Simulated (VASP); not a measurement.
Here is a VASP 6.6.1 calculation.

Contents of POSCAR:

```
CdS
1.0
    0.0327375000      2.9100000000      2.9100000000
    2.9427375000      0.0000000000      2.9427375000
    2.9100000000      2.9100000000      0.0327375000
Cd S
1 1
Direct
    0.0000000000      0.0000000000      0.0000000000
    0.7500000000      0.7500000000      0.7500000000
```

File INCAR.step1:

```
SYSTEM = CdS
PREC = Accurate
ENCUT = 520
ISMEAR = 0
SIGMA = 0.05
LREAL = .FALSE.
LASPH = .TRUE.
NELM = 100
NBANDS = 16
GGA = PE
ALGO = Normal
EDIFF = 1E-4
LWAVE = .TRUE.
LCHARG = .FALSE.
```

The input INCAR.step2:

```
SYSTEM = CdS
PREC = Accurate
ENCUT = 520
EDIFF = 1E-7
ISMEAR = 0
SIGMA = 0.05
LREAL = .FALSE.
LASPH = .TRUE.
NELM = 100
ALGO = Normal
ISIF = 2
LWAVE = .FALSE.
LCHARG = .FALSE.
METAGGA = R2SCAN
LMIXTAU = .TRUE.
NBANDS = 16
ISTART = 1
```

Contents of KPOINTS:

```
Automatic mesh
0
G
  8 8 8
  0 0 0
```

Potentials or basis: VASP PAW PBE potentials, release 64 (Cd, S).

Command:

```sh
$ cat potpaw_PBE.64/Cd/POTCAR potpaw_PBE.64/S/POTCAR > POTCAR
$ cp INCAR.step1 INCAR
$ mpirun -np 1 vasp_std > vasp.out
$ cp INCAR.step2 INCAR
$ mpirun -np 1 vasp_std > vasp.out
```

Question: Predict the pressure.

Answer: 2.3 GPa.

Question: Predict the band gap on the k mesh.

Answer: 1.57 eV.

Question: Estimate the largest force.

Answer: 0.172 eV/Å.

Stress tensor (GPa, compression positive):
```
 2.32  0.00 -1.33
 0.00  2.32  0.00
-1.33  0.00  2.32
```

Caveat: the cell differs from its parent crystal (strain +0.0225 x Voigt [0, 0, 0, 0, 1, 0]); the PAW data sets were made with another functional, which shifts forces and pressure a little.
